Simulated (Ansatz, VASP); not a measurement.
**CrO2 in VASP and in Ansatz**

INCAR

```
SYSTEM = CrO2
PREC = Accurate ; ENCUT = 520
EDIFF = 1E-6 ; ISMEAR = -1
SIGMA = 0.05 ; LREAL = .FALSE.
LASPH = .TRUE. ; NELM = 150
ALGO = Normal ; ISIF = 2
LWAVE = .FALSE. ; LCHARG = .FALSE.
ISPIN = 2 ; MAGMOM = 3 3 0 0 0 0
LORBIT = 11 ; LMAXMIX = 4
GGA = PS ; NBANDS = 37
```

The input KPOINTS:

```
Automatic mesh
0
G
  5 5 8
  0 0 0
```

File POSCAR:

```
CrO2
1.0
    4.4210000000     -0.0442100000      0.0000000000
   -0.0442100000      4.4210000000      0.0000000000
    0.0000000000      0.0000000000      2.9170000000
Cr O
2 4
Direct
    0.5000000000      0.5000000000      0.5000000000
    0.0000000000      0.0000000000      0.0000000000
    0.8010000000      0.1990000000      0.5000000000
    0.6990000000      0.6990000000      0.0000000000
    0.1990000000      0.8010000000      0.5000000000
    0.3010000000      0.3010000000      0.0000000000
```

File input.yaml:

```yaml
crystal:
  lattice:
    - [4.421, -0.04421, 0.0]
    - [-0.04421, 4.421, 0.0]
    - [0.0, 0.0, 2.917]
  atoms:
    - { symbol: Cr, position: [0.5, 0.5, 0.5], spin: 3.0 }
    - { symbol: Cr, position: [0.0, 0.0, 0.0], spin: 3.0 }
    - { symbol: O, position: [0.801, 0.199, 0.5] }
    - { symbol: O, position: [0.699, 0.699, 0.0] }
    - { symbol: O, position: [0.199, 0.801, 0.5] }
    - { symbol: O, position: [0.301, 0.301, 0.0] }
hamiltonian:
  xc: pbesol
  pseudopotentials: { kind: paw }
magnetization:
  spin_polarized: true
kpoints:
  mp_grid: { grid: [5, 5, 8] }
  band_path:
    path:
      - [[0.0, 0.0, 0.0], [0.4901970395, 0.4901970395, 0.0], [0.0, 0.5, 0.0], [0.0, 0.5, 0.5], [0.4901970395, 0.4901970395, 0.5], [0.0, 0.0, 0.5], [0.0, 0.0, 0.0], [-0.5, 0.5, 0.0], [-0.4901970395, 0.5098029605, 0.0], [-0.4901970395, 0.5098029605, 0.5], [-0.5, 0.5, 0.5], [-0.5, 0.5, 0.0]]
      - [[0.0, 0.0, 0.5], [-0.5, 0.5, 0.5]]
    npoints: 14
scf:
  occupations: { method: fermi_dirac, width: 0.05 }
  n_extra_bands: 15
output:
  forces: true
  stress: true
  eigenvalues: true
  fatbands: false
  write_density: true
  write_potential: true
  elf: true
  volumetric_format: npy
```

Alike in both runs: functional PBEsol; k mesh 5 × 5 × 8; occupations fermi-dirac, width 0.05 eV; collinear spin.

```csv
,VASP,Ansatz
version,VASP 6.6.1,Ansatz 0.2.0
potentials or method,"VASP PAW PBE potentials, release 64 (Cr_pv, O)",Ansatz PAW
plane-wave cutoff (eV),520,420
valence electrons in the cell,48,52
task,single point,band structure
```

Ansatz gave:

```
gap on the k mesh at the Fermi level (eV)                     : none
pressure (GPa)                                                : -6.2
traceless stress, the component that is largest in VASP (GPa) : 4.49
rms of the force components (eV/Å)                            : 0.165
net moment per atom (μB)                                      : 0.67
size of the moment on the site where the two differ most (μB) : 1.68
```

Problem. Which values does VASP return?

Solution. gap on the k mesh at the Fermi level (eV): none; pressure (GPa): -6.0; traceless stress, the component that is largest in VASP (GPa): 4.52; rms of the force components (eV/Å): 0.158; net moment per atom (μB): 0.67; size of the moment on the site where the two differ most (μB): 2.06.

VASP's potentials were made for PBE, not for PBEsol. Site moments also hang on the region over which each program counts them. Atom by atom the forces differ by 0.007 eV/Å (rms over components). A gap of «none» marks a metal or a gap that the smearing closes. VASP's potentials hold 48 valence electrons a cell and Ansatz's 52, so a difference there can come from the potentials and not from the codes.
